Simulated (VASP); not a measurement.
# MoSe (Fm-3m) in VASP: further runs, part 2 of 2

VASP 6.6.1. Earlier steps stand in the parts before.

## 3. Single point, PBEsol+U, collinear spin

File INCAR:

```
PREC     = Accurate       # precision mode
ENCUT    = 520            # plane-wave cutoff, eV
EDIFF    = 1E-7           # SCF threshold, eV
ISMEAR   = 0              # smearing method
SIGMA    = 0.05           # smearing width, eV
LREAL    = F              # projectors in reciprocal space
LASPH    = T              # aspherical terms in the spheres
NELM     = 150            # most SCF steps
ALGO     = Normal         # electronic algorithm
ISIF     = 2              # what is computed and relaxed
LWAVE    = F              # write WAVECAR
LCHARG   = T              # write CHGCAR
ISPIN    = 2              # spin polarisation
MAGMOM   = 3.5 0          # initial moments
LORBIT   = 11             # projections on sites
LMAXMIX  = 4              # l up to which the mixer works
LDAU     = T              # DFT+U
LDAUTYPE = 2            
LDAUL    = 2 -1           # shell
LDAUU    = 4 0            # U, eV
LDAUJ    = 0 0          
LDAUPRINT= 1            
GGA      = PS             # functional
LELF     = T              # ELF
LVHAR    = T            
NBANDS   = 21             # bands
```

File KPOINTS:

```
Automatic mesh
0
Gamma
  14 14 14
```

File POSCAR:

```
MoSe
1.0
    0.0000000000      2.5748516654      2.5748516654
    2.5748516654      0.0000000000      2.5748516654
    2.5748516654      2.5748516654      0.0000000000
Mo Se
1 1
Direct
    0.0000000000      0.0000000000      0.0000000000
    0.5000000000      0.5000000000      0.5000000000
```

Potentials or basis: VASP PAW PBE potentials, release 64 (Mo_sv, Se).

Launch:

```sh
cat potpaw_PBE.64/Mo_sv/POTCAR potpaw_PBE.64/Se/POTCAR > POTCAR
mpirun -np 1 vasp_std > vasp.out
```

OUTCAR:

```text
PREC = Accurate
   ENCUT = 520
   EDIFF = 1E-7
   ISMEAR = 0
   LREAL = F
   LASPH = T
   NELM = 150
   ISIF = 2
   ISPIN = 2
   LORBIT = 11
   GGA = PS

 ion  position               nearest neighbor table
   1  0.000  0.000  0.000-   2 2.57   2 2.57   2 2.57   2 2.57   2 2.57   2 2.57
   2  0.500  0.500  0.500-   1 2.57   1 2.57   1 2.57   1 2.57   1 2.57   1 2.57

  LATTYP: Found a face centered cubic cell.
 ALAT       =     5.1497033308

  Lattice vectors:

 A1 = (   0.0000000000,   2.5748516654,   2.5748516654)
 A2 = (   2.5748516654,   0.0000000000,   2.5748516654)
 A3 = (   2.5748516654,   2.5748516654,   0.0000000000)

Analysis of symmetry for initial positions (statically):
=====================================================================
 Subroutine PRICEL returns:
 Original cell was already a primitive cell.

 Routine SETGRP: Setting up the symmetry group for a
 face centered cubic supercell.

 Subroutine GETGRP returns: Found 48 space group operations
[... 231 lines left out ...]
      5      -6.1098      1.00000
      6       6.1698      1.00000
[... 1145 lines left out ...]
     20      26.7479      0.00000
     21      28.7481      0.00000

 [... further k-points ...]

------------------------ aborting loop because EDIFF is reached ----------------------------------------

  FORCE on cell =-STRESS in cart. coord.  units (eV):
  Direction    XX          YY          ZZ          XY          YZ          ZX
  --------------------------------------------------------------------------------------
  -------------------------------------------------------------------------------------
  Total        4.5405697      4.5405697      4.5405697      0.0000000      0.0000000     -0.0000000
  in kB      213.0758814    213.0758814    213.0758814      0.0000000      0.0000000     -0.0000000
  external PRESSURE =     213.0758814 kB  Pullay stress =       0.0000000 kB

 VOLUME and BASIS-vectors are now :
 -----------------------------------------------------------------------------
  energy-cutoff  :      520.00
  volume of cell :       34.14
      direct lattice vectors                 reciprocal lattice vectors
     0.000000000  2.574851665  2.574851665    -0.194185943  0.194185943  0.194185943
     2.574851665  0.000000000  2.574851665     0.194185943 -0.194185943  0.194185943
     2.574851665  2.574851665  0.000000000     0.194185943  0.194185943 -0.194185943

 POSITION                                       TOTAL-FORCE (eV/Angst)
 -----------------------------------------------------------------------------------
      0.00000      0.00000      0.00000         0.000000     -0.000000     -0.000000
      2.57485      2.57485      2.57485        -0.000000      0.000000      0.000000
 -----------------------------------------------------------------------------------
    total drift:                               -0.000000      0.000000      0.000000

  FREE ENERGIE OF THE ION-ELECTRON SYSTEM (eV)
  ---------------------------------------------------
  free  energy   TOTEN  =       -10.9997288155 eV

  energy  without entropy=      -10.9985747063  energy(sigma->0) =      -10.99915176

 total charge

# of ion       s       p       d       tot
------------------------------------------
    1        2.248   6.114   4.083  12.444
    2        1.427   2.515   0.105   4.047
--------------------------------------------------
tot          3.675   8.629   4.188  16.492

 magnetization (x)

# of ion       s       p       d       tot
------------------------------------------
    1        0.060   0.021   2.654   2.736
    2       -0.001  -0.019   0.030   0.010
--------------------------------------------------
tot          0.059   0.002   2.684   2.746
```

OSZICAR:

```text
N       E                     dE             d eps       ncg     rms          rms(c)
DAV:   1     0.142591963806E+03    0.14259E+03   -0.99581E+03  8752   0.900E+02
DAV:   2    -0.649837817461E+01   -0.14909E+03   -0.14377E+03 10094   0.268E+02
DAV:   3    -0.101889206552E+02   -0.36905E+01   -0.36535E+01 10420   0.388E+01
DAV:   4    -0.102014525735E+02   -0.12532E-01   -0.12531E-01  9526   0.264E+00
DAV:   5    -0.102015074539E+02   -0.54880E-04   -0.54881E-04 10349   0.175E-01    0.174E+01
DAV:   6    -0.108116645517E+02   -0.61016E+00   -0.35843E+00  9201   0.103E+01    0.851E+00
DAV:   7    -0.109601104930E+02   -0.14845E+00   -0.18719E-01 10091   0.313E+00    0.532E+00
DAV:   8    -0.109877408578E+02   -0.27630E-01   -0.24075E-02  9416   0.112E+00    0.245E+00
DAV:   9    -0.109962769658E+02   -0.85361E-02   -0.88058E-03 10171   0.643E-01    0.481E-01
DAV:  10    -0.109982302824E+02   -0.19533E-02   -0.19037E-03  9621   0.283E-01    0.214E-01
DAV:  11    -0.109991837609E+02   -0.95348E-03   -0.81724E-04  9841   0.164E-01    0.113E-01
DAV:  12    -0.109996826687E+02   -0.49891E-03   -0.72896E-04  9561   0.126E-01    0.639E-02
DAV:  13    -0.109997257450E+02   -0.43076E-04   -0.38885E-05  9861   0.380E-02    0.189E-02
DAV:  14    -0.109997268451E+02   -0.11000E-05   -0.63454E-06  9931   0.145E-02    0.833E-03
DAV:  15    -0.109997287922E+02   -0.19471E-05   -0.24464E-06 10021   0.809E-03    0.359E-03
DAV:  16    -0.109997288155E+02   -0.23328E-07   -0.12947E-07  7042   0.232E-03
   1 F= -.10999729E+02 E0= -.10999152E+02  d E =-.115411E-02  mag=     2.9355
```

Run time: 5 min. Hardware: 1 thread of Intel Xeon 8259CL, shared host; peak memory 0.25 GiB.

What came out:

| Quantity | Value |
| --- | --- |
| Free energy | -10.9997 eV |
| Pressure | 21.3 GPa |
| Net moment | 2.94 μB per cell |
| Site moments | Mo +2.74; Se +0.01 μB |
| Valence electrons inside the program's atomic spheres | Mo 12.44; Se 4.05 |

Levels at points of the mesh, in eV from the Fermi level:
Spin up:
| k point | band 10 | band 11 | band 12 | band 13 | band 14 | band 15 |
| --- | --- | --- | --- | --- | --- | --- |
| (0.00, 0.00, 0.00) | -2.54 | -2.54 | -2.48 | -2.48 | 2.44 | 7.30 |
| (0.50, 0.00, 0.00) | -2.35 | -1.50 | 1.97 | 4.43 | 4.43 | 5.76 |
| (0.50, 0.50, 0.00) | -1.98 | -1.98 | -1.59 | 0.70 | 2.13 | 8.51 |
Spin down:
```csv
k point,band 5,band 6,band 7,band 8,band 9,band 10,band 11,band 12,band 13,band 14
"(0.00, 0.00, 0.00)",-16.32,-2.40,-2.40,-2.40,-0.47,-0.47,-0.47,-0.17,-0.17,3.08
"(0.50, 0.00, 0.00)",-14.58,-8.10,-5.22,-5.22,2.07,2.07,2.38,2.49,6.26,6.26
"(0.50, 0.50, 0.00)",-14.94,-6.59,-3.99,-3.99,-2.63,0.88,2.60,2.91,2.91,3.78
```

Eigenvalues of the final occupation matrices:
```tsv
site	spin	trace	eigenvalues
site 1 d	1	3.40	0.45 0.45 0.84 0.84 0.84
site 1 d	2	0.73	0.13 0.13 0.13 0.17 0.17
```

Caveat: the cell stands under pressure; the PAW data sets were made with another functional, which shifts forces and pressure a little.

## 4. Single point, PBEsol+U, collinear spin

File INCAR:

```
SYSTEM = MoSe
ALGO = Normal
EDIFF = 1E-7
ENCUT = 520
GGA = PS
ISIF = 2
ISMEAR = 0
ISPIN = 2
LASPH = .True.
LCHARG = .False.
LDAU = .True.
LDAUJ = 0 0
LDAUL = 2 -1
LDAUPRINT = 1
LDAUTYPE = 2
LDAUU = 6 0
LMAXMIX = 4
LORBIT = 11
LREAL = .False.
LWAVE = .False.
MAGMOM = 3.5 0
NBANDS = 21
NELM = 150
PREC = Accurate
SIGMA = 0.05
```

File KPOINTS:

```
k-points
0
Gamma
  14 14 14
  0 0 0
```

POSCAR is that of step 3.

Launch:

```sh
cat potpaw_PBE.64/Mo_sv/POTCAR potpaw_PBE.64/Se/POTCAR > POTCAR
mpirun -np 1 vasp_std > vasp.out
```

It took 4.5 min on 1 thread of Intel Xeon 8259CL, shared host; peak memory 0.26 GiB.

The run converged. Its results:

```yaml
Free_energy: -9.5795 eV
Pressure: 29.6 GPa
Net_moment: 3.37 μB per cell
Site_moments: Mo +3.19; Se -0.02 μB
Valence_electrons_inside_the_program's_atomic_spheres: Mo 12.48; Se 4.07
```

Levels at points of the mesh, in eV from the Fermi level:
Spin up:
| k point | band 9 | band 10 | band 11 | band 12 | band 13 | band 14 | band 15 | band 16 |
| --- | --- | --- | --- | --- | --- | --- | --- | --- |
| (0.00, 0.00, 0.00) | -3.05 | -3.05 | -2.68 | -2.68 | -2.68 | 2.24 | 7.04 | 10.82 |
| (0.50, 0.00, 0.00) | -3.28 | -3.28 | -2.31 | 1.74 | 4.02 | 4.02 | 5.53 | 5.53 |
| (0.50, 0.50, 0.00) | -4.37 | -3.01 | -3.01 | -2.17 | 0.20 | 1.84 | 7.92 | 10.29 |
Spin down:
```csv
k point,band 6,band 7,band 8,band 9,band 10,band 11
"(0.00, 0.00, 0.00)",-2.54,-2.54,-2.54,0.16,0.16,0.16
"(0.50, 0.00, 0.00)",-8.15,-5.06,-5.06,2.22,2.98,2.98
"(0.50, 0.50, 0.00)",-6.73,-4.13,-4.13,-2.22,1.65,2.71
```

Eigenvalues of the final occupation matrices:
```csv
site,spin,trace,eigenvalues
site 1 d,1,3.64,0.53 0.53 0.86 0.86 0.86
site 1 d,2,0.52,0.08 0.08 0.08 0.14 0.14
```

Caveat: the cell stands under pressure; the PAW data sets were made with another functional, which shifts forces and pressure a little.

## 5. Overview

```tsv
U	gap on the mesh (eV)	pressure (GPa)	moment (μB)
Mo d U = 2.0 eV	none	14.8	2.59
Mo d U = 4.0 eV	none	21.3	2.94
Mo d U = 6.0 eV	none	29.6	3.37
```

Alike in all rows: task single point; level PBEsol+U; potentials or basis VASP PAW PBE potentials, release 64 (Mo_sv, Se); spin collinear; cell as given; k mesh 14 × 14 × 14; cutoff (eV) 520; smearing gaussian 0.05 eV.

Caveats: the cell stands under pressure; the PAW data sets were made with another functional, which shifts forces and pressure a little.

Total energies depend on the potentials used, so only differences within one code and one set of settings carry meaning.
